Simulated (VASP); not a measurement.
# SiC: single point with PBE

SiC:

```xyz
32
Lattice="-4.3797 -4.3797 4.3797 4.3797 4.3797 4.3797 -4.3797 4.3797 -4.3797" Properties=species:S:1:pos:R:3 pbc="T T T"
Si    1.1140    1.0969    1.0986
Si   -3.2655    3.2870   -1.0910
Si   -1.0759    5.4768   -1.0912
Si   -3.2658    1.0968    1.0985
Si   -1.0761    3.2866    1.0989
Si    1.1135    5.4769    1.0992
Si   -3.2660   -1.0931    3.2886
Si   -1.0761    1.0968    3.2885
Si    1.1137    3.2870    3.2886
Si   -1.0757    1.0965   -1.0909
Si   -1.0761   -1.0927    5.4785
Si    1.1140    1.0970    5.4784
Si   -1.0760   -1.0928    1.0987
Si   -3.2659    3.2866    3.2885
Si   -5.4560    1.0971   -1.0909
Si   -5.4556   -1.0930    1.0989
C     0.0191    2.1919    2.1933
C     0.0189    0.0020    4.3835
C     2.2087    2.1917    4.3836
C    -4.3610    2.1917    2.1937
C    -2.1710    4.3816    2.1936
C    -4.3603    2.1914   -2.1861
C     0.0191    4.3815    0.0039
C    -2.1710    2.1917    4.3836
C    -4.3607    0.0019    0.0040
C    -2.1710    2.1918    0.0038
C     2.2091    4.3815    2.1937
C    -4.3606   -2.1878    2.1937
C    -2.1705    0.0019    2.1938
C     0.0189    0.0020    0.0038
C    -2.1704   -2.1886    4.3834
C    -2.1711    4.3817   -2.1859
```

- Program: VASP 6.6.1
- Task: single point
- Functional: PBE
- Potentials or basis: VASP PAW PBE potentials, release 64 (Si, C)
- Cutoff: 600 eV
- k mesh: 2 × 2 × 2, shifted
- Occupations: gaussian, width 0.02 eV
- Spin: no spin polarisation

```
Pressure               : -0.1 GPa
Largest force          : 0.023 eV/Å
Band gap on the k mesh : 2.69 eV
```

Forces on the atoms (eV/Å):
```
Si  -0.003 -0.004  0.001
Si  -0.009 -0.007 -0.002
Si  -0.004 -0.007  0.003
Si   0.000  0.000  0.008
Si  -0.001  0.003 -0.005
Si   0.011 -0.013 -0.011
Si   0.008  0.001  0.003
Si   0.004  0.004  0.002
Si   0.003 -0.008 -0.002
Si  -0.007  0.010 -0.006
Si   0.002 -0.010 -0.004
Si  -0.005 -0.004  0.001
Si   0.003 -0.009  0.002
Si  -0.001  0.000  0.001
Si   0.011 -0.012 -0.010
Si  -0.006 -0.002 -0.003
C    0.000 -0.002  0.010
C    0.002  0.001  0.002
C    0.004  0.007 -0.002
C    0.007  0.003 -0.004
C    0.004  0.002  0.003
C   -0.012  0.014  0.007
C   -0.001  0.004  0.002
C    0.003  0.003  0.001
C   -0.003  0.003 -0.004
C    0.006 -0.002  0.001
C   -0.006  0.007  0.002
C   -0.002 -0.004  0.002
C   -0.010  0.000 -0.003
C    0.007 -0.003  0.003
C   -0.011  0.020  0.006
C    0.008  0.003 -0.001
```

Levels at points of the mesh, in eV from the valence-band top:
```tsv
k point	band 60	band 61	band 62	band 63	band 64	band 65	band 66	band 67	band 68	band 69
(0.25, 0.25, 0.25)	0.00	0.00	0.00	0.00	0.00	4.31	4.31	4.31	4.31	4.31
```

It took 7.1 min on 1 thread of Oxide Virtual Turin-like Processor, with other jobs on the host, peak memory 0.53 GiB.

Caveat: a shifted mesh leaves out Γ, where band edges can lie. A k mesh can miss the band edges.
